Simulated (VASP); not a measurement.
# BN (P3m1) in VASP: a series of runs, part 2 of 2

VASP 6.6.1.

**4. Single point, PBE**

This run uses another cell than the first one, of 6.20 Å³/atom, 1.065 times its volume.

Input file INCAR:

```
ALGO = Normal
EDIFF = 1E-7
ENCUT = 520
GGA = PE
ISIF = 2
ISMEAR = 0
LASPH = True
LCHARG = False
LREAL = False
LWAVE = False
NBANDS = 36
NELM = 60
PREC = Accurate
SIGMA = 0.05
```

Input file KPOINTS:

```
k-points
0
Gamma
  10 10 2
```

Input file POSCAR:

```
BN
1.0
   -2.5539396017      0.0000000000      0.0000000000
   -1.2769698008     -2.2117765748      0.0000000000
    0.0000000000      0.0000000000     13.1805650000
B N
6 6
Direct
    0.6666666667      0.6666666667      0.2203527326
    0.6666666667      0.6666666667      0.5410411856
    0.6666666667      0.6666666667      0.8617296387
    0.3333333333      0.3333333333      0.0600085061
    0.3333333333      0.3333333333      0.3806969591
    0.3333333333      0.3333333333      0.7013854122
    0.6666666667      0.6666666667      0.1002715827
    0.6666666667      0.6666666667      0.4209600358
    0.6666666667      0.6666666667      0.7416484888
    0.3333333333      0.3333333333      0.9019927153
    0.3333333333      0.3333333333      0.2606158093
    0.3333333333      0.3333333333      0.5813042623
```

Run with:

```console
> cat potpaw_PBE.64/B/POTCAR potpaw_PBE.64/N/POTCAR > POTCAR
> mpirun -np 1 vasp_std > vasp.out
```

It took 39 s on 1 thread of Intel Xeon 6975P-C (Granite Rapids), shared host; peak memory 0.2 GiB.

Results (log left out):

- Free energy: -103.2799 eV
- Pressure: -6.0 GPa
- Largest force: 1.991 eV/Å
- Band gap on the k mesh: 3.82 eV, indirect (least direct gap 4.54 eV)

Forces in eV/Å, atoms in the order of the input:
```
B    0.000  0.000  0.496
B    0.000  0.000  0.413
B    0.000  0.000  1.970
B    0.000  0.000 -1.556
B    0.000  0.000  0.414
B    0.000  0.000  0.461
N    0.000  0.000 -1.991
N    0.000  0.000 -0.411
N    0.000  0.000 -0.515
N    0.000  0.000  1.558
N    0.000  0.000 -0.425
N    0.000  0.000 -0.414
```

Stress tensor (GPa, compression positive):
```
 -0.72   0.00   0.00
  0.00  -0.72   0.00
  0.00   0.00 -16.66
```

Levels at points of the mesh, in eV from the valence-band top:
| k point | band 20 | band 21 | band 22 | band 23 | band 24 | band 25 | band 26 | band 27 | band 28 | band 29 |
| --- | --- | --- | --- | --- | --- | --- | --- | --- | --- | --- |
| (0.00, 0.00, 0.00) | -1.00 | -1.00 | -0.85 | 0.00 | 0.00 | 4.54 | 7.26 | 7.26 | 7.82 | 8.12 |
| (0.50, 0.00, 0.00) | -4.02 | -3.93 | -3.38 | -2.57 | -2.34 | 3.82 | 5.24 | 5.58 | 6.06 | 6.78 |
| (0.00, 0.00, 0.50) | -1.40 | -0.98 | -0.98 | 0.00 | 0.00 | 4.63 | 7.27 | 7.27 | 7.82 | 8.06 |
| (0.50, 0.00, 0.50) | -4.10 | -4.00 | -3.33 | -2.63 | -2.35 | 3.88 | 5.23 | 5.67 | 6.16 | 6.61 |

Caveat: forces of over 1 eV/Å act on the atoms, so gaps and moduli don't describe the material at rest. A k mesh can miss the band edges.

**5. Single point, PBE**

This run uses another cell than the first one, of 6.32 Å³/atom, 1.085 times its volume.

Input file INCAR:

```
PREC = Accurate ; ENCUT = 520
EDIFF = 1E-6 ; ISMEAR = 0
SIGMA = 0.05 ; LREAL = F
LASPH = T ; NELM = 60
ALGO = Normal ; ISIF = 2
LWAVE = F ; LCHARG = F
GGA = PE ; NBANDS = 36
```

Input file KPOINTS:

```
regular mesh
0
Gamma
  10 10 2
```

Input file POSCAR:

```
BN
1.0
   -2.5539396017      0.0000000000      0.0000000000
   -1.2769698008     -2.2117765748      0.0000000000
    0.0000000000      0.0000000000     13.4305650000
B N
6 6
Direct
    0.6666666667      0.6666666667      0.2162510300
    0.6666666667      0.6666666667      0.5309701055
    0.6666666667      0.6666666667      0.8456891810
    0.3333333333      0.3333333333      0.0588914923
    0.3333333333      0.3333333333      0.3736105678
    0.3333333333      0.3333333333      0.6883296432
    0.6666666667      0.6666666667      0.0984051016
    0.6666666667      0.6666666667      0.4131241771
    0.6666666667      0.6666666667      0.7278432526
    0.3333333333      0.3333333333      0.8852027904
    0.3333333333      0.3333333333      0.2557646394
    0.3333333333      0.3333333333      0.5704837149
```

Potentials or basis: VASP PAW PBE potentials, release 64 (B, N).

Run with:

```console
> cat potpaw_PBE.64/B/POTCAR potpaw_PBE.64/N/POTCAR > POTCAR
> mpirun -np 1 vasp_std > vasp.out
```

OUTCAR:

```text
PREC = Accurate
   ENCUT = 520
   EDIFF = 1E-6
   ISMEAR = 0
   LREAL = F
   LASPH = T
   NELM = 60
   ISIF = 2
   GGA = PE

 ion  position               nearest neighbor table
   1  0.667  0.667  0.216-  11 1.57  11 1.57  11 1.57   7 1.58
   2  0.667  0.667  0.531-  12 1.57  12 1.57  12 1.57   8 1.58
   3  0.667  0.667  0.846-  10 1.57  10 1.57  10 1.57   9 1.58
   4  0.333  0.333  0.059-   7 1.57   7 1.57   7 1.57
   5  0.333  0.333  0.374-   8 1.57   8 1.57   8 1.57  11 1.58
   6  0.333  0.333  0.688-   9 1.57   9 1.57   9 1.57  12 1.58
   7  0.667  0.667  0.098-   4 1.57   4 1.57   4 1.57   1 1.58
   8  0.667  0.667  0.413-   5 1.57   5 1.57   5 1.57   2 1.58
   9  0.667  0.667  0.728-   6 1.57   6 1.57   6 1.57   3 1.58
  10  0.333  0.333  0.885-   3 1.57   3 1.57   3 1.57
  11  0.333  0.333  0.256-   1 1.57   1 1.57   1 1.57   5 1.58
  12  0.333  0.333  0.570-   2 1.57   2 1.57   2 1.57   6 1.58

  LATTYP: Found a hexagonal cell.
 ALAT       =     2.5539396017
 C/A-ratio  =     5.2587637512

  Lattice vectors:

 A1 = (   1.2769698008,   2.2117765748,   0.0000000000)
 A2 = (  -2.5539396017,   0.0000000000,   0.0000000000)
 A3 = (   0.0000000000,   0.0000000000,  13.4305650000)

Analysis of symmetry for initial positions (statically):
=====================================================================
 Subroutine PRICEL returns:
 Original cell was already a primitive cell.

 Routine SETGRP: Setting up the symmetry group for a
 hexagonal supercell.

 Subroutine GETGRP returns: Found  6 space group operations
 (whereof  6 operations were pure point group operations)
 out of a pool of 24 trial point group operations.

The static configuration has the point symmetry C_3v.

Analysis of symmetry for dynamics (positions and initial velocities):
=====================================================================
 Subroutine PRICEL returns:
 Original cell was already a primitive cell.
[... 152 lines left out ...]
   LORBIT       =      0    0 simple, 1 ext, 2 COOP (PROOUT), +10 PAW based schemes
   GGA     = PE    functional components
   LHFCALC =     F    Hartree Fock is set to
   AEXX    =    0.0000 exact exchange contribution
   IVDW    =     0    specifies the selected vdW correction
   LEPSILON=     F    determine dielectric tensor
   LRPA    =     F    only Hartree local field effects (RPA)
 non-spin polarized calculation
 Gauss-broadening in eV      SIGMA  =   0.05
  energy-cutoff  :      520.00
  volume of cell :       75.87
 maximum number of plane-waves:      2077
   NGX =  9   NGY =  9   NGZ = 49

 number of electron      48.0000005 magnetization

 Free energy of the ion-electron system (eV)
  ---------------------------------------------------
  ext. energy  EPLUGINS =         0.00000000
  ---------------------------------------------------
  free energy    TOTEN  =      -102.47961205 eV

  energy without entropy =     -102.47961205  energy(sigma->0) =     -102.47961205

 E-fermi :   8.0928     XC(G=0): -12.4332

 val. band max:        7.8558030125   @ k =   0.0000   0.0000   0.0000
 cond. band min:      10.2052233243   @ k =   0.5000  -0.0000   0.0000
 fundamental gap:      2.3494203119
 Fermi energy:         8.0927738234

 k-point     1 :       0.0000    0.0000    0.0000
  band No.  band energies     occupation
      1     -14.1481      2.00000
      2     -13.1851      2.00000
      3     -12.3789      2.00000
      4     -11.4190      2.00000
      5     -10.4471      2.00000
      6      -8.6788      2.00000
[... 925 lines left out ...]
     35      17.7550      0.00000
     36      18.4679      0.00000

 [... further k-points ...]
[... 5 lines left out ...]
  --------------------------------------------------------------------------------------
  -------------------------------------------------------------------------------------
  Total       -0.4266299     -0.4266299     -8.0104264      0.0000000     -0.0000000      0.0000000
  in kB       -9.0098122     -9.0098122   -169.1687173      0.0000000     -0.0000000      0.0000000
  external PRESSURE =     -62.3961139 kB  Pullay stress =       0.0000000 kB

 VOLUME and BASIS-vectors are now :
 -----------------------------------------------------------------------------
  energy-cutoff  :      520.00
  volume of cell :       75.87
      direct lattice vectors                 reciprocal lattice vectors
    -2.553939602  0.000000000  0.000000000    -0.391551938  0.226062617  0.000000000
    -1.276969801 -2.211776575  0.000000000     0.000000000 -0.452125233  0.000000000
     0.000000000  0.000000000 13.430565000     0.000000000  0.000000000  0.074457031

 POSITION                                       TOTAL-FORCE (eV/Angst)
 -----------------------------------------------------------------------------------
     -2.55394     -1.47452      2.90437        -0.000000     -0.000000      0.671585
     -2.55394     -1.47452      7.13123        -0.000000     -0.000000      0.542802
     -2.55394     -1.47452     11.35808         0.000000      0.000000      2.614491
     -1.27697     -0.73726      0.79095         0.000000      0.000000     -0.989022
     -1.27697     -0.73726      5.01780         0.000000     -0.000000      0.544520
     -1.27697     -0.73726      9.24466         0.000000     -0.000000      0.623409
     -2.55394     -1.47452      1.32164        -0.000000     -0.000000     -2.407688
     -2.55394     -1.47452      5.54849         0.000000      0.000000     -0.539241
     -2.55394     -1.47452      9.77535        -0.000000     -0.000000     -0.718012
     -1.27697     -0.73726     11.88877         0.000000      0.000000      0.760034
     -1.27697     -0.73726      3.43506        -0.000000     -0.000000     -0.557599
     -1.27697     -0.73726      7.66192         0.000000     -0.000000     -0.545279
 -----------------------------------------------------------------------------------
    total drift:                               -0.000000     -0.000000     -0.000579

  FREE ENERGIE OF THE ION-ELECTRON SYSTEM (eV)
  ---------------------------------------------------
  free  energy   TOTEN  =      -102.4796120503 eV

  energy  without entropy=     -102.4796120503  energy(sigma->0) =     -102.47961205
```

stdout:

```text
POSCAR found type information on POSCAR B N
 POSCAR found :  2 types and      12 ions
 scaLAPACK will be used
 LDA part: xc-table for (Slater+PW92), standard interpolation
 POSCAR, INCAR and KPOINTS ok, starting setup
 FFT: planning ... GRIDC
 FFT: planning ... GRID_SOFT
 FFT: planning ... GRID
 WAVECAR not read
 entering main loop
```

Run time: 38 s. Hardware: 1 thread of Intel Xeon 6975P-C (Granite Rapids), shared host; peak memory 0.21 GiB.

Results:

| Item | Value |
| --- | --- |
| Free energy | -102.4796 eV |
| Pressure | -6.2 GPa |
| Largest force | 2.614 eV/Å |
| Band gap on the k mesh | 2.35 eV, indirect (least direct gap 2.87 eV) |

Forces on the atoms (eV/Å):
```
B    0.000  0.000  0.672
B    0.000  0.000  0.543
B    0.000  0.000  2.614
B    0.000  0.000 -0.989
B    0.000  0.000  0.545
B    0.000  0.000  0.623
N    0.000  0.000 -2.408
N    0.000  0.000 -0.539
N    0.000  0.000 -0.718
N    0.000  0.000  0.760
N    0.000  0.000 -0.558
N    0.000  0.000 -0.545
```

Stress tensor (GPa, compression positive):
```
 -0.90   0.00   0.00
  0.00  -0.90   0.00
  0.00   0.00 -16.92
```

Caveat: forces of over 1 eV/Å act on the atoms, so gaps and moduli don't describe the material at rest.

**6. The runs side by side**

```tsv
cell	gap on the mesh (eV)	pressure (GPa)	largest force (eV/Å)
a = 2.554, b = 2.554, c = 12.381 Å, angles 90.0, 90.0, 60.0°, 12 atoms	4.88	16.3	12.20
a = 2.554, b = 2.554, c = 12.931 Å, angles 90.0, 90.0, 60.0°, 12 atoms	5.17	-4.5	1.80
a = 2.554, b = 2.554, c = 13.181 Å, angles 90.0, 90.0, 60.0°, 12 atoms	3.82	-6.0	1.99
a = 2.554, b = 2.554, c = 13.431 Å, angles 90.0, 90.0, 60.0°, 12 atoms	2.35	-6.2	2.61
```

Alike in all rows: task single point; level PBE; potentials or basis VASP PAW PBE potentials, release 64 (B, N); no spin polarisation; k mesh 10 × 10 × 2; cutoff (eV) 520; smearing gaussian 0.05 eV.

Caveats: forces of over 1 eV/Å act on the atoms, so gaps and moduli don't describe the material at rest.

Total energies depend on the potentials used, so only differences within one code and one set of settings carry meaning.
